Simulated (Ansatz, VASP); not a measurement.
**Os: VASP beside Ansatz**

```
CELL_PARAMETERS angstrom
2.72586 0.00000 0.00000
-1.36293 2.36066 0.00000
0.00000 0.00000 6.68201
ATOMIC_POSITIONS crystal
Os 0.00000 0.00000 0.00000
Os 0.33333 0.66667 0.33333
Os 0.66667 0.33333 0.66667
```

Alike in both runs: functional PBE; k mesh 18 × 18 × 7; occupations gaussian, width 0.1 eV; no spin polarisation.

Ansatz relaxed the structure, and its values are those at the end. VASP's run is a single point on that final structure, the one shown.

|  | VASP | Ansatz |
| --- | --- | --- |
| version | VASP 6.6.1 | Ansatz 0.2.0 |
| potentials or method | VASP PAW PBE potentials, release 64 (Os), cutoff 520 eV | scalar-relativistic, plane waves, PAW |
| valence electrons in the cell | 24 | 48 |

Ansatz gave:

* gap on the k mesh at the Fermi level (eV): none
* pressure (GPa): 0.0

Question: Estimate VASP's values.

Answer: gap on the k mesh at the Fermi level (eV): none; pressure (GPa): -0.1.

A gap of «none» marks a metal or a gap that the smearing closes. VASP's potentials hold 24 valence electrons a cell and Ansatz's 48, so a difference there can come from the potentials and not from the codes.

Neither program's run includes spin-orbit coupling.
